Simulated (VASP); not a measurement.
# Ca (Im-3m) in VASP: single point with PBE

Aim: the single point of Ca with PBE.

All numbers are computed with VASP 6.6.1; they aren't measurements. Logs are shortened: lines on timing, memory, paths and dates and some standing lists are left out, and cuts for length are marked.

## 1. The cell of the first run

Symmetry: Im-3m, No. 229, cubic system. The conventional cell has a = 4.414 Å, b = 4.414 Å, c = 4.414 Å, α = 90.00°, β = 90.00°, γ = 90.00°. Within 5.0 Å of Ca (site symmetry m-3m) lie 14 Ca at 3.82 to 4.41 Å.

This isn't the form of Ca at room conditions, which is fcc.

## 2. Single point, PBE

INCAR reads:

```
PREC = Accurate ; ENCUT = 520
EDIFF = 1E-7 ; ISMEAR = -1
SIGMA = 0.06122561905347299 ; LREAL = False
LASPH = True ; NELM = 100
ALGO = Normal ; ISIF = 2
LWAVE = False ; LCHARG = False
GGA = PE ; NBANDS = 11
```

KPOINTS reads:

```
Automatic mesh
0
Gamma
  35 35 35
```

POSCAR reads:

```
Ca
1.0
   -2.2069851570      2.2069851570      2.2069851570
    2.2069851570     -2.2069851570      2.2069851570
    2.2069851570      2.2069851570     -2.2069851570
Ca
1
Direct
    0.0000000000      0.0000000000      0.0000000000
```

Potentials or basis: VASP PAW PBE potentials, release 64 (Ca_sv).

Command:

```console
> cat potpaw_PBE.64/Ca_sv/POTCAR > POTCAR
> mpirun -np 1 vasp_std > vasp.out
```

OUTCAR:

```text
PREC = Accurate
   ENCUT = 520
   EDIFF = 1E-7
   ISMEAR = -1
   LREAL = False
   LASPH = True
   NELM = 100
   ISIF = 2
   GGA = PE

 ion  position               nearest neighbor table
   1  0.000  0.000  0.000-

  LATTYP: Found a body centered cubic cell.
 ALAT       =     4.4139703140

  Lattice vectors:

 A1 = (  -2.2069851570,   2.2069851570,   2.2069851570)
 A2 = (   2.2069851570,  -2.2069851570,   2.2069851570)
 A3 = (   2.2069851570,   2.2069851570,  -2.2069851570)

Analysis of symmetry for initial positions (statically):
=====================================================================
 Subroutine PRICEL returns:
 Original cell was already a primitive cell.

 Routine SETGRP: Setting up the symmetry group for a
 body centered cubic supercell.

 Subroutine GETGRP returns: Found 48 space group operations
 (whereof 48 operations were pure point group operations)
 out of a pool of 48 trial point group operations.

The static configuration has the point symmetry O_h .

Analysis of symmetry for dynamics (positions and initial velocities):
=====================================================================
 Subroutine PRICEL returns:
 Original cell was already a primitive cell.

 Routine SETGRP: Setting up the symmetry group for a
 body centered cubic supercell.

 Subroutine GETGRP returns: Found 48 space group operations
 (whereof 48 operations were pure point group operations)
 out of a pool of 48 trial point group operations.

The dynamic configuration has the point symmetry O_h .

 Subroutine INISYM returns: Found 48 space group operations
 (whereof 48 operations are pure point group operations),
 and found     1 'primitive' translations

----------------------------------------------------------------------------------------

                                     Primitive cell

  volume of cell :      42.9990

  direct lattice vectors                    reciprocal lattice vectors
    -2.206985157  2.206985157  2.206985157     0.000000000  0.226553404  0.226553404
     2.206985157 -2.206985157  2.206985157     0.226553404  0.000000000  0.226553404
     2.206985157  2.206985157 -2.206985157     0.226553404  0.226553404  0.000000000

  length of vectors
     3.822610423  3.822610423  3.822610423     0.320394897  0.320394897  0.320394897

  position of ions in fractional coordinates (direct lattice)
     0.000000000  0.000000000  0.000000000

  ion indices of the primitive-cell ions
   primitive index   ion index
                 1           1

----------------------------------------------------------------------------------------

 KPOINTS: Automatic mesh

Automatic generation of k-mesh.
 Grid dimensions read from file:
 generate k-points for:   35   35   35

 Generating k-lattice:

  Cartesian coordinates                     Fractional coordinates (reciprocal lattice)
     0.000000000  0.006472954  0.006472954     0.028571429  0.000000000  0.000000000
     0.006472954  0.000000000  0.006472954     0.000000000  0.028571429  0.000000000
     0.006472954  0.006472954  0.000000000     0.000000000  0.000000000  0.028571429

  Length of vectors
     0.009154140  0.009154140  0.009154140

  Shift w.r.t. Gamma in fractional coordinates (k-lattice)
     0.000000000  0.000000000  0.000000000

 Subroutine IBZKPT returns following result:
 ===========================================

 Found   1140 irreducible k-points:

 Following reciprocal coordinates:
            Coordinates               Weight
  0.000000  0.000000  0.000000      1.000000
  0.028571  0.000000  0.000000     12.000000
  0.057143  0.000000  0.000000     12.000000
  0.085714  0.000000  0.000000     12.000000
  0.114286  0.000000  0.000000     12.000000
  0.142857  0.000000  0.000000     12.000000
[... 16 lines left out ...]
  0.142857  0.028571  0.000000     48.000000
  0.171429  0.028571  0.000000     48.000000
 [... further k-points ...]
   k-points           NKPTS =   1140   k-points in BZ     NKDIM =   1140   number of bands    NBANDS=     11
   number of dos      NEDOS =    301   number of ions     NIONS =      1
   total plane-waves  NPLWV =  21952
   dimension x,y,z NGX =    28 NGY =   28 NGZ =   28
   dimension x,y,z NGXF=    56 NGYF=   56 NGZF=   56
   ions per type =               1
   NGX,Y,Z   is equivalent  to a cutoff of  12.18, 12.18, 12.18 a.u.
   NGXF,Y,Z  is equivalent  to a cutoff of  24.35, 24.35, 24.35 a.u.
 SYSTEM =  unknown system
   PREC   = accura    normal or accurate (medium, high low for compatibility)
   ISTART =      0    job   : 0-new  1-cont  2-samecut
   ICHARG =      2    charge: 1-file 2-atom 10-const
   ISPIN  =      1    spin polarized calculation?
   LNONCOLLINEAR =      F non collinear calculations
   LSORBIT =      F    spin-orbit coupling
   LASPH  =      T    aspherical Exc in radial PAW
   ENCUT  =  520.0 eV  38.22 Ry    6.18 a.u.   7.11  7.11  7.11*2*pi/ulx,y,z
   NELM   =    100;   NELMIN=  2; NELMDL= -5     # of ELM steps
   EDIFF  = 0.1E-06   stopping-criterion for ELM
   LREAL  =      F    real-space projection
   EDIFFG = 0.1E-05   stopping-criterion for IOM
   NSW    =      0    number of steps for IOM
   IBRION =     -1    ionic relax: 0-MD 1-quasi-New 2-CG
   NFREE  =      0    steps in history (QN), initial steepest desc. (CG)
   ISIF   =      2    stress and relaxation
   ISYM   =      2    0-nonsym 1-usesym 2-fastsym
   POTIM  = 0.5000    time-step for ionic-motion
   TEBEG  =    0.0;   TEEND  =   0.0 temperature during run
   PSTRESS=    0.0 pullay stress
   NELECT =      10.0000    total number of electrons
   NUPDOWN=      -1.0000    fix difference up-down
   EMIN   =  10.00;   EMAX   =-10.00  energy-range for DOS
   EFERMI =   0.00;   METHOD = LEGACY
   ISMEAR =    -1;   SIGMA  =   0.06  broadening in eV -4-tet -1-fermi 0-gaus
   EFERMI_NEDOS =   21; number of points for ismear=-14 and -15
   IALGO  =     38    algorithm
   IMIX   =      4    mixing-type and parameters
     AMIX     =   0.40;   BMIX     =  1.00
     AMIX_MAG =   1.60;   BMIX_MAG =  1.00
  volume/ion in A,a.u.               =      43.00       290.17
  Fermi-wavevector in a.u.,A,eV,Ry     =   1.006751  1.902484 13.790153  1.013548
  Thomas-Fermi vector in A             =   2.139513
   LORBIT       =      0    0 simple, 1 ext, 2 COOP (PROOUT), +10 PAW based schemes
   GGA     = PE    functional components
   LHFCALC =     F    Hartree Fock is set to
   AEXX    =    0.0000 exact exchange contribution
   IVDW    =     0    specifies the selected vdW correction
   LEPSILON=     F    determine dielectric tensor
   LRPA    =     F    only Hartree local field effects (RPA)
 non-spin polarized calculation
  energy-cutoff  :      520.00
  volume of cell :       43.00
 maximum number of plane-waves:      1176
   NGX = 15   NGY = 15   NGZ = 15

 number of electron      10.0000000 magnetization

 Free energy of the ion-electron system (eV)
  ---------------------------------------------------
  ext. energy  EPLUGINS =         0.00000000
  ---------------------------------------------------
  free energy    TOTEN  =        -1.92207958 eV

  energy without entropy =       -1.90203825  energy(sigma->0) =       -1.91205892

 E-fermi :   1.9389     XC(G=0):  -7.6772

 val. band max:        1.9385658625   @ k =  -0.3714  -0.4286   0.1714
 cond. band min:       1.9404567147   @ k =  -0.4286  -0.4286   0.1143
 fundamental gap:      0.0018908522
 Fermi energy:         1.9388710130

 k-point     1 :       0.0000    0.0000    0.0000
  band No.  band energies     occupation
      1     -40.1698      2.00000
      2     -21.0876      2.00000
      3     -21.0876      2.00000
      4     -21.0876      2.00000
      5      -2.1010      2.00000
      6       4.2028      0.00000
      7       4.2028      0.00000
      8       4.2028      0.00000
      9       5.2370      0.00000
     10       5.2370      0.00000
     11      12.0408      0.00000

 k-point     2 :       0.0286    0.0000    0.0000
  band No.  band energies     occupation
      1     -40.1697      2.00000
      2     -21.0887      2.00000
      3     -21.0879      2.00000
      4     -21.0876      2.00000
      5      -2.0864      2.00000
      6       4.1936      0.00000
      7       4.1980      0.00000
      8       4.2138      0.00000
      9       5.2249      0.00000
     10       5.2371      0.00000
     11      12.0259      0.00000

 k-point     3 :       0.0571    0.0000    0.0000
  band No.  band energies     occupation
      1     -40.1694      2.00000
      2     -21.0919      2.00000
      3     -21.0890      2.00000
      4     -21.0876      2.00000
      5      -2.0426      2.00000
      6       4.1662      0.00000
      7       4.1821      0.00000
      8       4.2465      0.00000
      9       5.1914      0.00000
     10       5.2378      0.00000
     11      11.9740      0.00000

 k-point     4 :       0.0857    0.0000    0.0000
  band No.  band energies     occupation
      1     -40.1689      2.00000
      2     -21.0970      2.00000
      3     -21.0907      2.00000
      4     -21.0876      2.00000
      5      -1.9701      2.00000
      6       4.1224      0.00000
      7       4.1508      0.00000
      8       4.3008      0.00000
      9       5.1445      0.00000
     10       5.2394      0.00000
     11      11.8589      0.00000
[... 239 lines left out ...]
 k-point    22 :       0.1143    0.0286    0.0000
  band No.  band energies     occupation
      1     -40.1676      2.00000
      2     -21.1089      2.00000
      3     -21.0942      2.00000
      4     -21.0880      2.00000
      5      -1.7980      2.00000
      6       4.0272      0.00000
      7       4.0522      0.00000
      8       4.4306      0.00000
      9       5.0635      0.00000
     10       5.2508      0.00000
     11      11.5103      0.00000

 k-point    23 :       0.1429    0.0286    0.0000
  band No.  band energies     occupation
      1     -40.1667      2.00000
      2     -21.1181      2.00000
      3     -21.0974      2.00000
      4     -21.0879      2.00000
      5      -1.6568      2.00000
      6       3.9527      0.00000
      7       3.9572      0.00000
      8       4.5358      0.00000
      9       5.0308      0.00000
     10       5.2597      0.00000
     11      11.1526      0.00000

 k-point    24 :       0.1714    0.0286    0.0000
  band No.  band energies     occupation
      1     -40.1656      2.00000
      2     -21.1285      2.00000
      3     -21.1009      2.00000
      4     -21.0879      2.00000
      5      -1.4898      2.00000
      6       3.8327      0.00000
      7       3.8719      0.00000
      8       4.6596      0.00000
      9       5.0167      0.00000
     10       5.2717      0.00000
     11      10.7172      0.00000

 [... further k-points ...]

------------------------ aborting loop because EDIFF is reached ----------------------------------------

  FORCE on cell =-STRESS in cart. coord.  units (eV):
  Direction    XX          YY          ZZ          XY          YZ          ZX
  --------------------------------------------------------------------------------------
  -------------------------------------------------------------------------------------
  Total       -0.0843888     -0.0843888     -0.0843888     -0.0000000     -0.0000000      0.0000000
  in kB       -3.1443960     -3.1443960     -3.1443960     -0.0000000     -0.0000000      0.0000000
  external PRESSURE =      -3.1443960 kB  Pullay stress =       0.0000000 kB

 VOLUME and BASIS-vectors are now :
 -----------------------------------------------------------------------------
  energy-cutoff  :      520.00
  volume of cell :       43.00
      direct lattice vectors                 reciprocal lattice vectors
    -2.206985157  2.206985157  2.206985157     0.000000000  0.226553404  0.226553404
     2.206985157 -2.206985157  2.206985157     0.226553404  0.000000000  0.226553404
     2.206985157  2.206985157 -2.206985157     0.226553404  0.226553404  0.000000000

 POSITION                                       TOTAL-FORCE (eV/Angst)
 -----------------------------------------------------------------------------------
      0.00000      0.00000      0.00000         0.000000      0.000000      0.000000
 -----------------------------------------------------------------------------------
    total drift:                               -0.000000     -0.000000     -0.000000

  FREE ENERGIE OF THE ION-ELECTRON SYSTEM (eV)
  ---------------------------------------------------
  free  energy   TOTEN  =        -1.9220795798 eV

  energy  without entropy=       -1.9020382513  energy(sigma->0) =       -1.91205892
```

It took 10 min on 1 thread of Intel Xeon 8259CL, shared host; peak memory 0.6 GiB.

What came out:

```
Free energy            : -1.9221 eV
Pressure               : -0.3 GPa
Band gap on the k mesh : zero (bands 5 and 6 overlap by 0.36 eV)
```

Levels at points of the mesh, in eV from the Fermi level:
```
           k point  band 3  band 4  band 5  band 6  band 7  band 8
(0.00, 0.00, 0.00)  -23.03  -23.03   -4.04    2.26    2.26    2.26
```
